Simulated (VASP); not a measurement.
TePb, 2 atoms in the cell. It takes space group Fm-3m (No. 225, cubic). The conventional cell has a = 6.547 Å, b = 6.547 Å, c = 6.547 Å, α = 90.00°, β = 90.00°, γ = 90.00°. Te (site symmetry m-3m) has 6 Pb at 3.27 Å within 4.3 Å. Pb (site symmetry m-3m) has 6 Te at 3.27 Å within 4.3 Å. 

- Program: VASP 6.6.1
- Task: single point
- Functional: PBEsol
- Potentials or basis: VASP PAW PBE potentials, release 64 (Te, Pb_d)
- Cutoff: 520 eV
- k mesh: 6 × 6 × 6
- Occupations: gaussian, width 0.01 eV
- Spin: no spin polarisation
- Dipole correction: no
- Further INCAR settings: ALGO = Normal; EDIFF = 1e-06; NBANDS = 17

Potentials or basis: VASP PAW PBE potentials, release 64 (Te, Pb_d).

The run is started by

```console
$ cat potpaw_PBE.64/Te/POTCAR potpaw_PBE.64/Pb_d/POTCAR > POTCAR
$ mpirun -np 1 vasp_std > vasp.out
```

Hardware: 1 thread of Intel(R) Xeon(R) Platinum 8488C (Sapphire Rapids), on a shared host.

Problem. How long does it take, and how much memory?

Solution. It took 14 s on 1 thread of Intel(R) Xeon(R) Platinum 8488C (Sapphire Rapids) (shared host), peak memory 0.2 GiB. Counts: scf iterations 12, k points 16.
